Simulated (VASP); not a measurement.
# Sn3Se (I4/mmm) in VASP: further runs

Runs on Sn3Se. Level: PBEsol. Tasks: single point.

All numbers are computed with VASP 6.6.1; they aren't measurements. Logs are shortened: lines on timing, memory, paths and dates and some standing lists are left out, and cuts for length are marked.

## Step 1: The cell of the first run

It takes space group I4/mmm (No. 139, tetragonal). Conventional cell: a = 5.173 Å, b = 5.173 Å, c = 7.133 Å, α = 90.00°, β = 90.00°, γ = 90.00°. Within 4.1 Å of Sn (site symmetry -4m2) lie 10 Sn at 3.14 to 3.66 Å and 4 Se at 3.14 Å. Sn (site symmetry 4/mmm) has 8 Sn at 3.14 Å and 6 Se at 3.57 to 3.66 Å within 4.1 Å. Within 4.1 Å of Se (site symmetry 4/mmm) lie 14 Sn at 3.14 to 3.66 Å.

## Step 2: Single point, PBEsol (strain -0.0250 x Voigt [0, 0, 1, 0, 0, 0])

The input, INCAR:

```
SYSTEM = Sn3Se
PREC = Accurate
ENCUT = 520
EDIFF = 1E-7
ISMEAR = 0
SIGMA = 0.15
LREAL = .FALSE.
LASPH = .TRUE.
NELM = 80
ALGO = Normal
ISIF = 2
LWAVE = .FALSE.
LCHARG = .FALSE.
GGA = PS
NBANDS = 32
```

The input, KPOINTS:

```
Automatic mesh
0
G
  12 12 12
  0 0 0
```

The input, POSCAR:

```
Sn3Se
1.0
    0.0000000000      3.6581854746      3.5667308377
    3.6581854746      0.0000000000      3.5667308377
    3.6581854746      3.6581854746      0.0000000000
Sn Se
3 1
Direct
    0.2500000000      0.2500000000      0.2500000000
    0.7500000000      0.7500000000      0.7500000000
    0.5000000000      0.5000000000      0.5000000000
    0.0000000000      0.0000000000      0.0000000000
```

Potentials or basis: VASP PAW PBE potentials, release 64 (Sn_d, Se).

Command:

```sh
$ cat potpaw_PBE.64/Sn_d/POTCAR potpaw_PBE.64/Se/POTCAR > POTCAR
$ mpirun -np 1 vasp_std > vasp.out
```

OUTCAR:

```text
SYSTEM = Sn3Se
   PREC = Accurate
   ENCUT = 520
   EDIFF = 1E-7
   ISMEAR = 0
   LREAL = .FALSE.
   LASPH = .TRUE.
   NELM = 80
   ISIF = 2
   GGA = PS

 ion  position               nearest neighbor table
   1  0.250  0.250  0.250-   3 3.14   4 3.14   4 3.14   4 3.14   4 3.14   3 3.14   3 3.14   3 3.14
                             2 3.57   2 3.57   2 3.66   2 3.66   2 3.66   2 3.66
   2  0.750  0.750  0.750-   3 3.14   4 3.14   3 3.14   3 3.14   3 3.14   4 3.14   4 3.14   4 3.14
                             1 3.57   1 3.57   1 3.66   1 3.66   1 3.66   1 3.66
   3  0.500  0.500  0.500-   1 3.14   2 3.14   1 3.14   1 3.14   1 3.14   2 3.14   2 3.14   2 3.14

   4  0.000  0.000  0.000-   1 3.14   2 3.14   2 3.14   2 3.14   2 3.14   1 3.14   1 3.14   1 3.14

  LATTYP: Found a body centered tetragonal cell.
 ALAT       =     5.1734555119
 C/A-ratio  =     1.3788582233

  Lattice vectors:

 A1 = (   0.0000000000,  -3.6581854746,  -3.5667308377)
 A2 = (   0.0000000000,   3.6581854746,  -3.5667308377)
 A3 = (   3.6581854746,   0.0000000000,   3.5667308377)

Analysis of symmetry for initial positions (statically):
=====================================================================
 Subroutine PRICEL returns:
 Original cell was already a primitive cell.

 Routine SETGRP: Setting up the symmetry group for a
 body centered tetragonal supercell.

 Subroutine GETGRP returns: Found 16 space group operations
 (whereof 16 operations were pure point group operations)
 out of a pool of 16 trial point group operations.

The static configuration has the point symmetry D_4h.

Analysis of symmetry for dynamics (positions and initial velocities):
=====================================================================
 Subroutine PRICEL returns:
 Original cell was already a primitive cell.

 Routine SETGRP: Setting up the symmetry group for a
 body centered tetragonal supercell.

 Subroutine GETGRP returns: Found 16 space group operations
 (whereof 16 operations were pure point group operations)
 out of a pool of 16 trial point group operations.

The dynamic configuration has the point symmetry D_4h.

 Subroutine INISYM returns: Found 16 space group operations
 (whereof 16 operations are pure point group operations),
 and found     1 'primitive' translations

----------------------------------------------------------------------------------------

                                     Primitive cell

  volume of cell :      95.4623

  direct lattice vectors                    reciprocal lattice vectors
     0.000000000  3.658185475  3.566730838    -0.136679784  0.136679784  0.140184394
     3.658185475  0.000000000  3.566730838     0.136679784 -0.136679784  0.140184394
     3.658185475  3.658185475  0.000000000     0.136679784  0.136679784 -0.140184394

  length of vectors
     5.109196594  5.109196594  5.173455512     0.238776864  0.238776864  0.238776864

  position of ions in fractional coordinates (direct lattice)
     0.250000000  0.250000000  0.250000000
     0.750000000  0.750000000  0.750000000
     0.500000000  0.500000000  0.500000000
     0.000000000  0.000000000  0.000000000

  ion indices of the primitive-cell ions
   primitive index   ion index
                 1           1
                 2           2
                 3           3
                 4           4

----------------------------------------------------------------------------------------

 KPOINTS: Automatic mesh

Automatic generation of k-mesh.
 Grid dimensions read from file:
 generate k-points for:   12   12   12

 Generating k-lattice:

  Cartesian coordinates                     Fractional coordinates (reciprocal lattice)
    -0.011389982  0.011389982  0.011682033     0.083333333  0.000000000  0.000000000
     0.011389982 -0.011389982  0.011682033     0.000000000  0.083333333  0.000000000
     0.011389982  0.011389982 -0.011682033     0.000000000  0.000000000  0.083333333

  Length of vectors
     0.019898072  0.019898072  0.019898072

  Shift w.r.t. Gamma in fractional coordinates (k-lattice)
     0.000000000  0.000000000  0.000000000

 Subroutine IBZKPT returns following result:
 ===========================================

 Found    163 irreducible k-points:

 Following reciprocal coordinates:
            Coordinates               Weight
  0.000000  0.000000  0.000000      1.000000
  0.083333  0.000000  0.000000      8.000000
  0.166667  0.000000  0.000000      8.000000
  0.250000  0.000000  0.000000      8.000000
  0.333333 -0.000000  0.000000      8.000000
  0.416667  0.000000  0.000000      8.000000
[... 16 lines left out ...]
  0.500000  0.166667  0.000000      8.000000
 -0.416667  0.166667  0.000000      8.000000
 [... further k-points ...]
   k-points           NKPTS =    163   k-points in BZ     NKDIM =    163   number of bands    NBANDS=     32
   number of dos      NEDOS =    301   number of ions     NIONS =      4
   total plane-waves  NPLWV =  64000
   dimension x,y,z NGX =    40 NGY =   40 NGZ =   40
   dimension x,y,z NGXF=    80 NGYF=   80 NGZF=   80
   ions per type =               3   1
   NGX,Y,Z   is equivalent  to a cutoff of  13.02, 13.02, 12.85 a.u.
   NGXF,Y,Z  is equivalent  to a cutoff of  26.03, 26.03, 25.71 a.u.
 SYSTEM =  Sn3Se
   PREC   = accura    normal or accurate (medium, high low for compatibility)
   ISTART =      0    job   : 0-new  1-cont  2-samecut
   ICHARG =      2    charge: 1-file 2-atom 10-const
   ISPIN  =      1    spin polarized calculation?
   LNONCOLLINEAR =      F non collinear calculations
   LSORBIT =      F    spin-orbit coupling
   LASPH  =      T    aspherical Exc in radial PAW
   ENCUT  =  520.0 eV  38.22 Ry    6.18 a.u.   9.50  9.50  9.62*2*pi/ulx,y,z
   NELM   =     80;   NELMIN=  2; NELMDL= -5     # of ELM steps
   EDIFF  = 0.1E-06   stopping-criterion for ELM
   LREAL  =      F    real-space projection
   EDIFFG = 0.1E-05   stopping-criterion for IOM
   NSW    =      0    number of steps for IOM
   IBRION =     -1    ionic relax: 0-MD 1-quasi-New 2-CG
   NFREE  =      0    steps in history (QN), initial steepest desc. (CG)
   ISIF   =      2    stress and relaxation
   ISYM   =      2    0-nonsym 1-usesym 2-fastsym
   POTIM  = 0.5000    time-step for ionic-motion
   TEBEG  =    0.0;   TEEND  =   0.0 temperature during run
   PSTRESS=    0.0 pullay stress
   NELECT =      48.0000    total number of electrons
   NUPDOWN=      -1.0000    fix difference up-down
   EMIN   =  10.00;   EMAX   =-10.00  energy-range for DOS
   EFERMI =   0.00;   METHOD = LEGACY
   ISMEAR =     0;   SIGMA  =   0.15  broadening in eV -4-tet -1-fermi 0-gaus
   EFERMI_NEDOS =   21; number of points for ismear=-14 and -15
   IALGO  =     38    algorithm
   IMIX   =      4    mixing-type and parameters
     AMIX     =   0.40;   BMIX     =  1.00
     AMIX_MAG =   1.60;   BMIX_MAG =  1.00
  volume/ion in A,a.u.               =      23.87       161.05
  Fermi-wavevector in a.u.,A,eV,Ry     =   1.301801  2.460047 23.057606  1.694686
  Thomas-Fermi vector in A             =   2.432911
   LORBIT       =      0    0 simple, 1 ext, 2 COOP (PROOUT), +10 PAW based schemes
   GGA     = PS    functional components
   LHFCALC =     F    Hartree Fock is set to
   AEXX    =    0.0000 exact exchange contribution
   IVDW    =     0    specifies the selected vdW correction
   LEPSILON=     F    determine dielectric tensor
   LRPA    =     F    only Hartree local field effects (RPA)
 non-spin polarized calculation
 Gauss-broadening in eV      SIGMA  =   0.15
  energy-cutoff  :      520.00
  volume of cell :       95.46
 maximum number of plane-waves:      2617
 NGX is ok and might be reduce to    40
   NGX = 19   NGY = 19   NGZ = 19

 number of electron      47.9999982 magnetization

 Free energy of the ion-electron system (eV)
  ---------------------------------------------------
  ext. energy  EPLUGINS =         0.00000000
  ---------------------------------------------------
  free energy    TOTEN  =       -16.67997970 eV

  energy without entropy =      -16.65484503  energy(sigma->0) =      -16.66741237

 E-fermi :   8.0868     XC(G=0): -10.8409

 val. band max:        8.0816450882   @ k =  -0.3333   0.3333   0.1667
 cond. band min:       8.0908395341   @ k =   0.3333   0.0000   0.3333
 fundamental gap:      0.0091944459
 Fermi energy:         8.0867973837

 k-point     1 :       0.0000    0.0000    0.0000
  band No.  band energies     occupation
      1     -13.3929      2.00000
      2     -13.3842      2.00000
      3     -13.3450      2.00000
      4     -13.3387      2.00000
      5     -13.3387      2.00000
      6     -13.3381      2.00000
[... 24 lines left out ...]
     31      15.2752      0.00000
     32      15.2804      0.00000

 k-point     2 :       0.0833    0.0000    0.0000
  band No.  band energies     occupation
      1     -13.3900      2.00000
      2     -13.3815      2.00000
      3     -13.3550      2.00000
      4     -13.3483      2.00000
      5     -13.3469      2.00000
      6     -13.3310      2.00000
[... 24 lines left out ...]
     31      14.8266      0.00000
     32      15.1914      0.00000

 k-point     3 :       0.1667    0.0000    0.0000
  band No.  band energies     occupation
      1     -13.3815      2.00000
      2     -13.3736      2.00000
      3     -13.3648      2.00000
      4     -13.3579      2.00000
      5     -13.3554      2.00000
      6     -13.3238      2.00000
[... 24 lines left out ...]
     31      13.7300      0.00000
     32      14.9076      0.00000

 k-point     4 :       0.2500    0.0000    0.0000
  band No.  band energies     occupation
      1     -13.3702      2.00000
      2     -13.3669      2.00000
      3     -13.3661      2.00000
      4     -13.3647      2.00000
      5     -13.3599      2.00000
      6     -13.3178      2.00000
[... 654 lines left out ...]
     31      13.8655      0.00000
     32      14.4819      0.00000

 k-point    23 :       0.5000    0.1667    0.0000
  band No.  band energies     occupation
      1     -13.3775      2.00000
      2     -13.3773      2.00000
      3     -13.3513      2.00000
      4     -13.3340      2.00000
      5     -13.3302      2.00000
      6     -13.3163      2.00000
[... 24 lines left out ...]
     31      14.0076      0.00000
     32      15.7019      0.00000

 k-point    24 :      -0.4167    0.1667    0.0000
  band No.  band energies     occupation
      1     -13.3803      2.00000
      2     -13.3742      2.00000
      3     -13.3532      2.00000
      4     -13.3381      2.00000
      5     -13.3241      2.00000
      6     -13.3178      2.00000
[... 24 lines left out ...]
     31      13.9935      0.00000
     32      16.8509      0.00000

 [... further k-points ...]
[... 5 lines left out ...]
  --------------------------------------------------------------------------------------
  -------------------------------------------------------------------------------------
  Total        1.0288978      1.0288978      1.0079084      0.0000000     -0.0000000      0.0000000
  in kB       17.2683589     17.2683589     16.9160848      0.0000000     -0.0000000      0.0000000
  external PRESSURE =      17.1509342 kB  Pullay stress =       0.0000000 kB

 VOLUME and BASIS-vectors are now :
 -----------------------------------------------------------------------------
  energy-cutoff  :      520.00
  volume of cell :       95.46
      direct lattice vectors                 reciprocal lattice vectors
     0.000000000  3.658185475  3.566730838    -0.136679784  0.136679784  0.140184394
     3.658185475  0.000000000  3.566730838     0.136679784 -0.136679784  0.140184394
     3.658185475  3.658185475  0.000000000     0.136679784  0.136679784 -0.140184394

 POSITION                                       TOTAL-FORCE (eV/Angst)
 -----------------------------------------------------------------------------------
      1.82909      1.82909      1.78337         0.000000      0.000000     -0.000000
      5.48728      5.48728      5.35010        -0.000000     -0.000000      0.000000
      3.65819      3.65819      3.56673         0.000000     -0.000000     -0.000000
      0.00000      0.00000      0.00000         0.000000     -0.000000      0.000000
 -----------------------------------------------------------------------------------
    total drift:                               -0.000000     -0.000000      0.000000

  FREE ENERGIE OF THE ION-ELECTRON SYSTEM (eV)
  ---------------------------------------------------
  free  energy   TOTEN  =       -16.6799796972 eV

  energy  without entropy=      -16.6548450333  energy(sigma->0) =      -16.66741237
```

Wall time 13 min (1 thread of Intel Xeon 8259CL, shared host); peak memory 0.54 GiB.

What came out:

* Free energy: -16.6800 eV
* Pressure: 1.7 GPa
* Band gap on the k mesh: zero (bands 24 and 25 overlap by 2.36 eV)

Caveat: the cell differs from its parent crystal (strain -0.0250 x Voigt [0, 0, 1, 0, 0, 0]); the PAW data sets were made with another functional, which shifts forces and pressure a little; spin-orbit coupling is left out, which moves the levels of the heavy elements.

(Part 1 of 2 ends here.)
